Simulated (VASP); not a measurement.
Wanted: the native input for a VASP 6.6.1 run.

- Task: relaxation of cell and atoms
- Functional: PBE
- Potentials or basis: VASP PAW PBE potentials, release 64 (B, P)
- Cutoff: 500 eV
- k mesh: 6 × 6 × 4
- Occupations: gaussian, width 0.1 eV
- Spin: no spin polarisation
- Dipole correction: no
- Further INCAR settings: ALGO = Normal; EDIFF = 1e-07; IBRION = 2; EDIFFG = -0.04; NSW = 90; ISIF = 3

The structure of B3P lies in POSCAR:

```
B3P
1.0
    2.8201919358      0.0000000000      0.0000000000
   -1.4100959679      2.4423578600      0.0000000000
    0.0000000000      0.0000000000      5.0691827576
B P
3 1
Direct
    0.0000000000      0.0000000000      0.5000000000
    0.6666666667      0.3333333333      0.3420990661
    0.6666666667      0.3333333333      0.6579009339
    0.0000000000      0.0000000000      0.0000000000
```

One way to write it, as run:

INCAR

```
PREC = Accurate
ENCUT = 500
EDIFF = 1E-7
ISMEAR = 0
SIGMA = 0.1
LREAL = F
LASPH = T
NELM = 120
ALGO = Normal
ISIF = 3
LWAVE = F
LCHARG = F
GGA = PE
IBRION = 2
NSW = 90
EDIFFG = -0.04
GGA_COMPAT = F
NELMIN = 4
```

KPOINTS

```
regular mesh
0
Gamma
  6 6 4
```

Potentials or basis: VASP PAW PBE potentials, release 64 (B, P).

Run with:

```console
$ cat potpaw_PBE.64/B/POTCAR potpaw_PBE.64/P/POTCAR > POTCAR
$ mpirun -np 1 vasp_std > vasp.out
```

Results of the run:

```yaml
Relaxed_volume: 8.59 Å³/atom
Relaxed_cell: a = 2.885 Å, b = 2.885 Å, c = 4.766 Å, α = 90.00°, β = 90.00°, γ = 120.00°
Space_group_after_relaxing_to_0.05_Å: P-6m2 (No. 187)
Energy_gained_by_relaxing: 16.6 meV/atom
Ionic_steps: 16
Pressure_after_relaxing: 0.1 GPa
Largest_force_after_relaxing: 0.009 eV/Å
Band_gap_on_the_k_mesh: zero (band 7 reaches 12.94 eV, above the bottom of band 8 at 5.91 eV)
```

Caveat: the k points lie up to 0.42 Å⁻¹ apart in the final cell.

It took 75 s on 1 thread of Intel Xeon 6975P-C, on a shared host, peak memory 0.15 GiB.
